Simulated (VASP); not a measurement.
# P in VASP: further runs

The runs below take P through single point, with r2SCAN.

All numbers are computed with VASP 6.6.1; they aren't measurements. Logs are shortened: lines on timing, memory, paths and dates and some standing lists are left out, and cuts for length are marked.

## (1) The cell of the first run

The cell holds a slab with vacuum, 2 atoms: a = 3.154 Å, b = 3.154 Å, c = 28.000 Å, α = 90.00°, β = 90.00°, γ = 120.00°.

## (2) Single point, r2SCAN

Contents of POSCAR:

```
P
1.0
    3.1540000000      0.0000000000      0.0000000000
   -1.5770000000      2.7314441236      0.0000000000
    0.0000000000      0.0000000000     28.0000000000
P
2
Direct
    0.3333333333      0.6666666667      0.5000000000
    0.6666666667      0.3333333333      0.5000000000
```

Contents of INCAR.step1:

```
SYSTEM = P
PREC = Accurate ; ENCUT = 520
ISMEAR = 0 ; SIGMA = 0.02
LREAL = .FALSE. ; LASPH = .TRUE.
NELM = 60 ; LDIPOL = .TRUE.
IDIPOL = 3 ; DIPOL = 0.5 0.5 0.500
NBANDS = 12 ; GGA = PE
ALGO = Normal ; EDIFF = 1E-4
LWAVE = .TRUE. ; LCHARG = .FALSE.
```

Contents of INCAR.step2:

```
SYSTEM = P
PREC = Accurate ; ENCUT = 520
EDIFF = 1E-6 ; ISMEAR = 0
SIGMA = 0.02 ; LREAL = .FALSE.
LASPH = .TRUE. ; NELM = 60
ALGO = Normal ; ISIF = 2
LWAVE = .FALSE. ; LCHARG = .FALSE.
LDIPOL = .TRUE. ; IDIPOL = 3
DIPOL = 0.5 0.5 0.500 ; METAGGA = R2SCAN
LMIXTAU = .TRUE. ; NBANDS = 12
ISTART = 1
```

Contents of KPOINTS:

```
regular mesh
0
G
  9 9 1
  0 0 0
```

Potentials or basis: VASP PAW PBE potentials, release 64 (P).

Command:

```bash
> cat potpaw_PBE.64/P/POTCAR > POTCAR
> cp INCAR.step1 INCAR
> mpirun -np 1 vasp_std > vasp.out
> cp INCAR.step2 INCAR
> mpirun -np 1 vasp_std > vasp.out
```

OUTCAR:

```text
SYSTEM = P
   PREC = Accurate
   ENCUT = 520
   EDIFF = 1E-6
   ISMEAR = 0
   LREAL = .FALSE.
   LASPH = .TRUE.
   NELM = 60
   ISIF = 2
   METAGGA = R2SCAN
   ISTART = 1

 ion  position               nearest neighbor table
   1  0.333  0.667  0.500-   2 1.82   2 1.82   2 1.82
   2  0.667  0.333  0.500-   1 1.82   1 1.82   1 1.82

  LATTYP: Found a hexagonal cell.
 ALAT       =     3.1540000000
 C/A-ratio  =     8.8776157261

  Lattice vectors:

 A1 = (   3.1540000000,   0.0000000000,   0.0000000000)
 A2 = (  -1.5770000000,   2.7314441236,   0.0000000000)
 A3 = (   0.0000000000,   0.0000000000,  28.0000000000)

Analysis of symmetry for initial positions (statically):
=====================================================================
 Subroutine PRICEL returns:
 Original cell was already a primitive cell.

 Routine SETGRP: Setting up the symmetry group for a
 hexagonal supercell.

 Subroutine GETGRP returns: Found 24 space group operations
 (whereof 24 operations were pure point group operations)
 out of a pool of 24 trial point group operations.

The static configuration has the point symmetry D_6h.

Analysis of symmetry for dynamics (positions and initial velocities):
=====================================================================
 Subroutine PRICEL returns:
 Original cell was already a primitive cell.

 Routine SETGRP: Setting up the symmetry group for a
 hexagonal supercell.

 Subroutine GETGRP returns: Found 24 space group operations
 (whereof 24 operations were pure point group operations)
 out of a pool of 24 trial point group operations.

The dynamic configuration has the point symmetry D_6h.

 Subroutine INISYM returns: Found 24 space group operations
 (whereof 24 operations are pure point group operations),
 and found     1 'primitive' translations

----------------------------------------------------------------------------------------

                                     Primitive cell

  volume of cell :     241.2193

  direct lattice vectors                    reciprocal lattice vectors
     3.154000000  0.000000000  0.000000000     0.317057705  0.183053351  0.000000000
    -1.577000000  2.731444124  0.000000000     0.000000000  0.366106702  0.000000000
     0.000000000  0.000000000 28.000000000     0.000000000  0.000000000  0.035714286

  length of vectors
     3.154000000  3.154000000 28.000000000     0.366106702  0.366106702  0.035714286

  position of ions in fractional coordinates (direct lattice)
     0.333333333  0.666666667  0.500000000
     0.666666667  0.333333333  0.500000000

  ion indices of the primitive-cell ions
[... 78 lines left out ...]
   EFERMI_NEDOS =   21; number of points for ismear=-14 and -15
   IALGO  =     38    algorithm
   IMIX   =      4    mixing-type and parameters
     AMIX     =   0.40;   BMIX     =  1.00
     AMIX_MAG =   1.60;   BMIX_MAG =  1.00
  volume/ion in A,a.u.               =     120.61       813.91
  Fermi-wavevector in a.u.,A,eV,Ry     =   0.566592  1.070705  4.367838  0.321027
  Thomas-Fermi vector in A             =   1.605053
   LORBIT       =      0    0 simple, 1 ext, 2 COOP (PROOUT), +10 PAW based schemes
   METAGGA = R2SCAN    functional components
   LHFCALC =     F    Hartree Fock is set to
   AEXX    =    0.0000 exact exchange contribution
   IVDW    =     0    specifies the selected vdW correction
   LEPSILON=     F    determine dielectric tensor
   LRPA    =     F    only Hartree local field effects (RPA)
 non-spin polarized calculation
 Gauss-broadening in eV      SIGMA  =   0.02
  energy-cutoff  :      520.00
  volume of cell :      241.22
 maximum number of plane-waves:      6528
 NGX is ok and might be reduce to    24
   NGX = 11   NGY = 11   NGZ =105

 number of electron      10.0000000 magnetization

 dipolmoment           0.000000      0.000000     -0.000000 electrons x Angstroem

 Free energy of the ion-electron system (eV)
  ---------------------------------------------------
  ext. energy  EPLUGINS =         0.00000000
  ---------------------------------------------------
  free energy    TOTEN  =       -12.66118948 eV

  energy without entropy =      -12.66054683  energy(sigma->0) =      -12.66086815

 E-fermi :  -1.7115     XC(G=0):  -1.6465

 val. band max:       -2.1262965317   @ k =   0.3333   0.1111   0.0000
 cond. band min:      -1.6919858970   @ k =   0.2222   0.1111   0.0000
 fundamental gap:      0.4343106347
 Fermi energy:        -1.7115462120

 k-point     1 :       0.0000    0.0000    0.0000
  band No.  band energies     occupation
      1     -21.8068      2.00000
      2     -10.0161      2.00000
      3      -7.9182      2.00000
      4      -7.9182      2.00000
      5      -1.4249      0.00000
      6      -1.4248      0.00000
      7      -0.2701      0.00000
      8       1.1068      0.00000
      9       1.5672      0.00000
     10       1.6572      0.00000
     11       2.1302      0.00000
     12       2.1985      0.00000
[... 151 lines left out ...]
 k-point    12 :       0.3333    0.3333    0.0000
  band No.  band energies     occupation
      1     -16.6292      2.00000
      2     -16.6292      2.00000
      3     -12.9078      2.00000
      4      -4.9852      2.00000
      5      -4.9852      2.00000
      6       0.6814      0.00000
      7       1.8283      0.00000
      8       4.2203      0.00000
      9       4.2203      0.00000
     10       7.0165      0.00000
     11       7.0166      0.00000
     12       7.5424      0.00000

------------------------ aborting loop because EDIFF is reached ----------------------------------------

 vacuum level on the upper side and lower side of the slab       (xc-potential included)        -0.008        -0.008

  FORCE on cell =-STRESS in cart. coord.  units (eV):
  Direction    XX          YY          ZZ          XY          YZ          ZX
  --------------------------------------------------------------------------------------
  -------------------------------------------------------------------------------------
  Total       24.9117669     24.9117669     -0.0141170      0.0000000      0.0000000      0.0000000
  in kB      165.4638299    165.4638299     -0.0937651      0.0000000      0.0000000      0.0000000
  external PRESSURE =     110.2779649 kB  Pullay stress =       0.0000000 kB

 VOLUME and BASIS-vectors are now :
 -----------------------------------------------------------------------------
  energy-cutoff  :      520.00
  volume of cell :      241.22
      direct lattice vectors                 reciprocal lattice vectors
     3.154000000  0.000000000  0.000000000     0.317057705  0.183053351  0.000000000
    -1.577000000  2.731444124  0.000000000     0.000000000  0.366106702  0.000000000
     0.000000000  0.000000000 28.000000000     0.000000000  0.000000000  0.035714286

 POSITION                                       TOTAL-FORCE (eV/Angst)
 -----------------------------------------------------------------------------------
     -0.00000      1.82096     14.00000         0.000000     -0.000000     -0.000000
      1.57700      0.91048     14.00000        -0.000000      0.000000      0.000000
 -----------------------------------------------------------------------------------
    total drift:                               -0.000000     -0.000000     -0.000000

  FREE ENERGIE OF THE ION-ELECTRON SYSTEM (eV)
  ---------------------------------------------------
  free  energy   TOTEN  =       -12.6611894807 eV

  energy  without entropy=      -12.6605468284  energy(sigma->0) =      -12.66086815

 vacuum level on the upper side and lower side of the slab         1.586         1.586
```

Run time: 2.1 min. Hardware: 1 thread of AMD EPYC 9R45 (Zen 5), shared host; peak memory 0.34 GiB.

What came out:

* Free energy: -12.6612 eV
* Band gap on the k mesh: zero (bands 5 and 6 overlap by 2.02 eV)

Levels at points of the mesh, in eV from the Fermi level:
```tsv
k point	band 2	band 3	band 4	band 5	band 6	band 7	band 8	band 9
(0.00, 0.00, 0.00)	-8.30	-6.21	-6.21	0.29	0.29	1.44	2.82	3.28
```

Caveat: the PAW data sets were made with another functional, which shifts forces and pressure a little.

## (3) Single point, r2SCAN

This run uses another cell than the first one.

Contents of POSCAR:

```
P
1.0
    3.2170000000      0.0000000000      0.0000000000
   -1.6085000000      2.7860037240      0.0000000000
    0.0000000000      0.0000000000     28.0000000000
P
2
Direct
    0.3333333333      0.6666666667      0.5000000000
    0.6666666667      0.3333333333      0.5000000000
```

Contents of INCAR.step1:

```
  PREC = Accurate
  ENCUT = 520
  ISMEAR = 0
  SIGMA = 0.02
  LREAL = False
  LASPH = True
  NELM = 80
  LDIPOL = True
  IDIPOL = 3
  DIPOL = 0.5 0.5 0.500
  NBANDS = 12
  GGA = PE
  ALGO = Normal
  EDIFF = 1E-4
  LWAVE = True
  LCHARG = False
```

Contents of INCAR.step2:

```
  PREC = Accurate
  ENCUT = 520
  EDIFF = 1E-7
  ISMEAR = 0
  SIGMA = 0.02
  LREAL = False
  LASPH = True
  NELM = 80
  ALGO = Normal
  ISIF = 2
  LWAVE = False
  LCHARG = True
  LDIPOL = True
  IDIPOL = 3
  DIPOL = 0.5 0.5 0.500
  METAGGA = R2SCAN
  LMIXTAU = True
  LELF = True
  LVHAR = True
  LVACPOTAV = True
  NBANDS = 12
  ISTART = 1
```

Contents of KPOINTS:

```
Automatic mesh
0
Gamma
  9 9 1
```

Potentials or basis: VASP PAW PBE potentials, release 64 (P).

Command:

```bash
> cat potpaw_PBE.64/P/POTCAR > POTCAR
> cp INCAR.step1 INCAR
> mpirun -np 1 vasp_std > vasp.out
> cp INCAR.step2 INCAR
> mpirun -np 1 vasp_std > vasp.out
```

Run time: 2.5 min. Hardware: 1 thread of AMD EPYC 9R45 (Zen 5), shared host; peak memory 0.34 GiB.

The run converged. Its results:

```
Free energy                     : -13.5494 eV
Band gap on the k mesh          : zero (bands 5 and 6 overlap by 2.04 eV)
Work function of the upper face : 3.50 eV
Work function of the lower face : 3.50 eV
```

Levels at points of the mesh, in eV from the Fermi level:
| k point | band 2 | band 3 | band 4 | band 5 | band 6 | band 7 | band 8 | band 9 |
| --- | --- | --- | --- | --- | --- | --- | --- | --- |
| (0.00, 0.00, 0.00) | -7.92 | -6.17 | -6.17 | 0.33 | 0.33 | 1.70 | 2.02 | 3.47 |

Caveat: the PAW data sets were made with another functional, which shifts forces and pressure a little.

## (4) Single point, r2SCAN

This run uses another cell than the first one.

Contents of POSCAR:

```
P
1.0
    3.3430000000      0.0000000000      0.0000000000
   -1.6715000000      2.8951229249      0.0000000000
    0.0000000000      0.0000000000     28.0000000000
P
2
Direct
    0.3333333333      0.6666666667      0.5000000000
    0.6666666667      0.3333333333      0.5000000000
```

Contents of INCAR.step1:

```
ALGO = Normal
DIPOL = 0.5 0.5 0.500
EDIFF = 1E-4
ENCUT = 520
GGA = PE
IDIPOL = 3
ISMEAR = 0
LASPH = True
LCHARG = False
LDIPOL = True
LREAL = False
LWAVE = True
NBANDS = 12
NELM = 100
PREC = Accurate
SIGMA = 0.02
```

Contents of INCAR.step2:

```
ALGO = Normal
DIPOL = 0.5 0.5 0.500
EDIFF = 1E-6
ENCUT = 520
IDIPOL = 3
ISIF = 2
ISMEAR = 0
ISTART = 1
LASPH = True
LCHARG = False
LDIPOL = True
LMIXTAU = True
LREAL = False
LWAVE = False
METAGGA = R2SCAN
NBANDS = 12
NELM = 100
PREC = Accurate
SIGMA = 0.02
```

Contents of KPOINTS:

```
k-points
0
Gamma
  9 9 1
```

Command:

```bash
> cat potpaw_PBE.64/P/POTCAR > POTCAR
> cp INCAR.step1 INCAR
> mpirun -np 1 vasp_std > vasp.out
> cp INCAR.step2 INCAR
> mpirun -np 1 vasp_std > vasp.out
```

It took 1.8 min on 1 thread of AMD EPYC 9R45 (Zen 5), shared host; peak memory 0.37 GiB.

Results (log left out):

| Item | Value |
| --- | --- |
| Free energy | -14.7751 eV |
| Band gap on the k mesh | zero (bands 5 and 6 overlap by 1.93 eV) |

Levels at points of the mesh, in eV from the Fermi level:
```csv
k point,band 2,band 3,band 4,band 5,band 6,band 7,band 8,band 9
"(0.00, 0.00, 0.00)",-7.17,-6.01,-6.01,0.45,0.45,0.59,2.21,3.86
```

Caveat: the PAW data sets were made with another functional, which shifts forces and pressure a little.

## (5) Single point, r2SCAN

This run uses another cell than the first one.

Contents of POSCAR:

```
P
1.0
    3.4070000000      0.0000000000      0.0000000000
   -1.7035000000      2.9505485507      0.0000000000
    0.0000000000      0.0000000000     28.0000000000
P
2
Direct
    0.3333333333      0.6666666667      0.5000000000
    0.6666666667      0.3333333333      0.5000000000
```

Contents of INCAR.step1:

```
SYSTEM = P
PREC = Accurate
ENCUT = 520
ISMEAR = 0
SIGMA = 0.02
LREAL = .False.
LASPH = .True.
NELM = 80
LDIPOL = .True.
IDIPOL = 3
DIPOL = 0.5 0.5 0.500
NBANDS = 12
GGA = PE
ALGO = Normal
EDIFF = 1E-4
LWAVE = .True.
LCHARG = .False.
```

Contents of INCAR.step2:

```
SYSTEM = P
PREC = Accurate
ENCUT = 520
EDIFF = 1E-6
ISMEAR = 0
SIGMA = 0.02
LREAL = .False.
LASPH = .True.
NELM = 80
ALGO = Normal
ISIF = 2
LWAVE = .False.
LCHARG = .False.
LDIPOL = .True.
IDIPOL = 3
DIPOL = 0.5 0.5 0.500
METAGGA = R2SCAN
LMIXTAU = .True.
NBANDS = 12
ISTART = 1
```

Contents of KPOINTS:

```
regular mesh
0
Gamma
  9 9 1
  0 0 0
```

Command:

```bash
> cat potpaw_PBE.64/P/POTCAR > POTCAR
> cp INCAR.step1 INCAR
> mpirun -np 1 vasp_std > vasp.out
> cp INCAR.step2 INCAR
> mpirun -np 1 vasp_std > vasp.out
```

Run time: 2.9 min. Hardware: 1 thread of AMD EPYC 9R45 (Zen 5), shared host; peak memory 0.38 GiB.

It converged, with:

| Quantity | Value |
| --- | --- |
| Free energy | -15.1737 eV |
| Band gap on the k mesh | zero (bands 5 and 6 overlap by 1.85 eV) |

Levels at points of the mesh, in eV from the Fermi level:
| k point | band 1 | band 2 | band 3 | band 4 | band 5 | band 6 | band 7 | band 8 | band 9 | band 10 |
| --- | --- | --- | --- | --- | --- | --- | --- | --- | --- | --- |
| (0.00, 0.00, 0.00) | -18.19 | -6.77 | -5.87 | -5.87 | -0.02 | 0.54 | 0.54 | 2.50 | 4.08 | 4.17 |

Caveat: the PAW data sets were made with another functional, which shifts forces and pressure a little.

## (6) Single point, r2SCAN

This run uses another cell than the first one.

Contents of POSCAR:

```
P
1.0
    3.0280000000      0.0000000000      0.0000000000
   -1.5140000000      2.6223249227      0.0000000000
    0.0000000000      0.0000000000     28.0000000000
P
2
Direct
    0.3333333333      0.6666666667      0.5000000000
    0.6666666667      0.3333333333      0.5000000000
```

Contents of INCAR.step1:

```
SYSTEM = P
PREC = Accurate ; ENCUT = 520
ISMEAR = 0 ; SIGMA = 0.02
LREAL = .FALSE. ; LASPH = .TRUE.
NELM = 60 ; LDIPOL = .TRUE.
IDIPOL = 3 ; DIPOL = 0.5 0.5 0.500
NBANDS = 12 ; GGA = PE
ALGO = Normal ; EDIFF = 1E-4
LWAVE = .TRUE. ; LCHARG = .FALSE.
```

Contents of INCAR.step2:

```
SYSTEM = P
PREC = Accurate ; ENCUT = 520
EDIFF = 1E-6 ; ISMEAR = 0
SIGMA = 0.02 ; LREAL = .FALSE.
LASPH = .TRUE. ; NELM = 60
ALGO = Normal ; ISIF = 2
LWAVE = .FALSE. ; LCHARG = .TRUE.
LDIPOL = .TRUE. ; IDIPOL = 3
DIPOL = 0.5 0.5 0.500 ; METAGGA = R2SCAN
LMIXTAU = .TRUE. ; LELF = .TRUE.
LVHAR = .TRUE. ; LVACPOTAV = .TRUE.
NBANDS = 12 ; ISTART = 1
```

Contents of KPOINTS:

```
Automatic mesh
0
G
  9 9 1
  0 0 0
```

Potentials or basis: VASP PAW PBE potentials, release 64 (P).

Command:

```bash
> cat potpaw_PBE.64/P/POTCAR > POTCAR
> cp INCAR.step1 INCAR
> mpirun -np 1 vasp_std > vasp.out
> cp INCAR.step2 INCAR
> mpirun -np 1 vasp_std > vasp.out
```

Run time: 66 s. Hardware: 1 thread of Intel Xeon 6975P-C (Granite Rapids), shared host; peak memory 0.36 GiB.

It converged, with:

```
Free energy                     : -10.1701 eV
Band gap on the k mesh          : zero (bands 5 and 6 overlap by 1.99 eV)
Work function of the upper face : 2.94 eV
Work function of the lower face : 2.94 eV
```

Levels at points of the mesh, in eV from the Fermi level:
| k point | band 3 | band 4 | band 5 | band 6 | band 7 | band 8 |
| --- | --- | --- | --- | --- | --- | --- |
| (0.00, 0.00, 0.00) | -6.17 | -6.17 | 0.25 | 0.25 | 0.93 | 2.91 |

Caveat: the PAW data sets were made with another functional, which shifts forces and pressure a little.

## (7) Overview

| cell | gap on the mesh (eV) | work function (eV) |
| --- | --- | --- |
| a = 3.154, b = 3.154, c = 28.000 Å, angles 90.0, 90.0, 120.0°, 2 atoms | none | - |
| a = 3.217, b = 3.217, c = 28.000 Å, angles 90.0, 90.0, 120.0°, 2 atoms | none | 3.50 |
| a = 3.343, b = 3.343, c = 28.000 Å, angles 90.0, 90.0, 120.0°, 2 atoms | none | - |
| a = 3.407, b = 3.407, c = 28.000 Å, angles 90.0, 90.0, 120.0°, 2 atoms | none | - |
| a = 3.028, b = 3.028, c = 28.000 Å, angles 90.0, 90.0, 120.0°, 2 atoms | none | 2.94 |

Alike in all rows: task single point; level r2SCAN; potentials or basis VASP PAW PBE potentials, release 64 (P); no spin polarisation; k mesh 9 × 9 × 1; cutoff (eV) 520; smearing gaussian 0.02 eV.

Caveats: the PAW data sets were made with another functional, which shifts forces and pressure a little.

Total energies depend on the potentials used, so only differences within one code and one set of settings carry meaning.
